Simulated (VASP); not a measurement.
# KCl (Pm-3m) in VASP: further runs, part 2 of 2

VASP 6.6.1.

### 6 Single point, LDA (volume scaled by 1.02)

Contents of INCAR:

```
ALGO     = Normal         # electronic algorithm
EDIFF    = 1E-6           # SCF threshold, eV
ENCUT    = 520            # plane-wave cutoff, eV
GGA      = CA             # functional
ISIF     = 2              # what is computed and relaxed
ISMEAR   = -1             # smearing method
LASPH    = T              # aspherical terms in the spheres
LCHARG   = T              # write CHGCAR
LELF     = T              # ELF
LREAL    = F              # projectors in reciprocal space
LVHAR    = T            
LWAVE    = F              # write WAVECAR
NBANDS   = 15             # bands
NELM     = 60             # most SCF steps
PREC     = Accurate       # precision mode
SIGMA    = 0.05           # smearing width, eV
```

Contents of KPOINTS:

```
k-points
0
Gamma
  7 7 7
```

Contents of POSCAR:

```
KCl
1.0
    3.8646218801      0.0000000000      0.0000000000
    0.0000000000      3.8646218801      0.0000000000
    0.0000000000      0.0000000000      3.8646218801
K Cl
1 1
Direct
    0.0000000000      0.0000000000      0.0000000000
    0.5000000000      0.5000000000      0.5000000000
```

Potentials or basis: VASP PAW LDA potentials, release 64 (K_sv, Cl).

Command:

```bash
> cat potpaw_LDA.64/K_sv/POTCAR potpaw_LDA.64/Cl/POTCAR > POTCAR
> mpirun -np 1 vasp_std > vasp.out
```

OUTCAR:

```text
EDIFF = 1E-6
   ENCUT = 520
   GGA = CA
   ISIF = 2
   ISMEAR = -1
   LASPH = T
   LREAL = F
   NELM = 60
   PREC = Accurate

 ion  position               nearest neighbor table
   1  0.000  0.000  0.000-
   2  0.500  0.500  0.500-

  LATTYP: Found a simple cubic cell.
 ALAT       =     3.8646218801

  Lattice vectors:

 A1 = (   3.8646218801,   0.0000000000,   0.0000000000)
 A2 = (   0.0000000000,   3.8646218801,   0.0000000000)
 A3 = (   0.0000000000,   0.0000000000,   3.8646218801)

Analysis of symmetry for initial positions (statically):
=====================================================================
 Subroutine PRICEL returns:
 Original cell was already a primitive cell.

 Routine SETGRP: Setting up the symmetry group for a
 simple cubic supercell.

 Subroutine GETGRP returns: Found 48 space group operations
 (whereof 48 operations were pure point group operations)
 out of a pool of 48 trial point group operations.

[... 164 lines left out ...]
 k-point     1 :       0.0000    0.0000    0.0000
  band No.  band energies     occupation
      1     -28.8773      2.00000
      2     -13.6154      2.00000
      3     -12.4993      2.00000
      4     -12.4993      2.00000
      5     -12.4993      2.00000
      6      -1.3745      2.00000
      7      -1.3745      2.00000
      8      -1.3745      2.00000
      9       3.1243      0.00000
     10       5.0927      0.00000
     11       5.0927      0.00000
     12       9.2618      0.00000
     13       9.2618      0.00000
     14       9.2618      0.00000
[... 329 lines left out ...]
      2     -13.2447      2.00000
      3     -12.6635      2.00000
      4     -12.6635      2.00000
      5     -12.6625      2.00000
      6      -2.4352      2.00000
      7      -2.4352      2.00000
      8      -2.4029      2.00000
      9       6.8447      0.00000
     10       7.1450      0.00000
     11       7.1450      0.00000
     12       8.2588      0.00000
     13       8.4216      0.00000
     14       8.4216      0.00000
     15      11.0114      0.00000

------------------------ aborting loop because EDIFF is reached ----------------------------------------

  FORCE on cell =-STRESS in cart. coord.  units (eV):
  Direction    XX          YY          ZZ          XY          YZ          ZX
  --------------------------------------------------------------------------------------
  -------------------------------------------------------------------------------------
  Total       -1.2056663     -1.2056663     -1.2056663      0.0000000      0.0000000     -0.0000000
  in kB      -33.4669927    -33.4669927    -33.4669927      0.0000000      0.0000000     -0.0000000
  external PRESSURE =     -33.4669927 kB  Pullay stress =       0.0000000 kB

 VOLUME and BASIS-vectors are now :
 -----------------------------------------------------------------------------
  energy-cutoff  :      520.00
  volume of cell :       57.72
      direct lattice vectors                 reciprocal lattice vectors
     3.864621880  0.000000000  0.000000000     0.258757527  0.000000000  0.000000000
     0.000000000  3.864621880  0.000000000     0.000000000  0.258757527  0.000000000
     0.000000000  0.000000000  3.864621880     0.000000000  0.000000000  0.258757527

 POSITION                                       TOTAL-FORCE (eV/Angst)
 -----------------------------------------------------------------------------------
      0.00000      0.00000      0.00000         0.000000      0.000000      0.000000
      1.93231      1.93231      1.93231         0.000000      0.000000      0.000000
 -----------------------------------------------------------------------------------
    total drift:                                0.000000      0.000000     -0.000000

  FREE ENERGIE OF THE ION-ELECTRON SYSTEM (eV)
  ---------------------------------------------------
  free  energy   TOTEN  =        -7.2328866480 eV

  energy  without entropy=       -7.2328866480  energy(sigma->0) =       -7.23288665
```

OSZICAR:

```text
N       E                     dE             d eps       ncg     rms          rms(c)
DAV:   1     0.105429959312E+03    0.10543E+03   -0.73048E+03   600   0.983E+02
DAV:   2    -0.629295225734E+00   -0.10606E+03   -0.95805E+02   775   0.251E+02
DAV:   3    -0.731210528734E+01   -0.66828E+01   -0.66345E+01   846   0.534E+01
DAV:   4    -0.754406470324E+01   -0.23196E+00   -0.23193E+00   887   0.999E+00
DAV:   5    -0.754621771827E+01   -0.21530E-02   -0.21530E-02   867   0.100E+00    0.289E+00
DAV:   6    -0.727873381035E+01    0.26748E+00   -0.27139E-01   754   0.317E+00    0.240E+00
DAV:   7    -0.723864068174E+01    0.40093E-01   -0.57270E-02   817   0.168E+00    0.145E+00
DAV:   8    -0.723299581298E+01    0.56449E-02   -0.15976E-02   838   0.906E-01    0.250E-01
DAV:   9    -0.723283656087E+01    0.15925E-03   -0.10393E-03   752   0.199E-01    0.103E-01
DAV:  10    -0.723289116823E+01   -0.54607E-04   -0.14196E-04   813   0.998E-02    0.343E-02
DAV:  11    -0.723288638689E+01    0.47813E-05   -0.14523E-05   782   0.273E-02    0.111E-02
DAV:  12    -0.723288664797E+01   -0.26108E-06   -0.22396E-06   759   0.120E-02
   1 F= -.72328866E+01 E0= -.72328866E+01  d E =-.102695E-10
```

Wall time 12 s (1 thread of AMD EPYC 7R43 (Zen 3), shared host); peak memory 0.12 GiB.

What came out:

```
Free energy            : -7.2329 eV
Pressure               : -3.3 GPa
Band gap on the k mesh : 4.31 eV, indirect (least direct gap 4.50 eV)
```

 A k mesh can miss the band edges.

### 7 Summary

```csv
level,potentials or basis,cell,gap on the mesh (eV),pressure (GPa)
LDA,"VASP PAW LDA potentials, release 64 (K_sv, Cl)","a = 3.761 Å, 2 atoms",4.66,-2.2
PBEsol,"VASP PAW PBE potentials, release 64 (K_sv, Cl)","a = 3.761 Å, 2 atoms",4.90,-0.3
LDA,"VASP PAW LDA potentials, release 64 (K_sv, Cl)","a = 3.813 Å, 2 atoms",4.47,-2.9
LDA,"VASP PAW LDA potentials, release 64 (K_sv, Cl)","a = 3.839 Å, 2 atoms",4.39,-3.1
LDA,"VASP PAW LDA potentials, release 64 (K_sv, Cl)","a = 3.865 Å, 2 atoms",4.31,-3.3
```

Alike in all rows: task single point; no spin polarisation; k mesh 7 × 7 × 7; cutoff (eV) 520; smearing fermi-dirac 0.05 eV.

Caveats: the PAW data sets were made with another functional, which shifts forces and pressure a little (some runs).

Absolute energies hang on the potentials; compare differences alone.
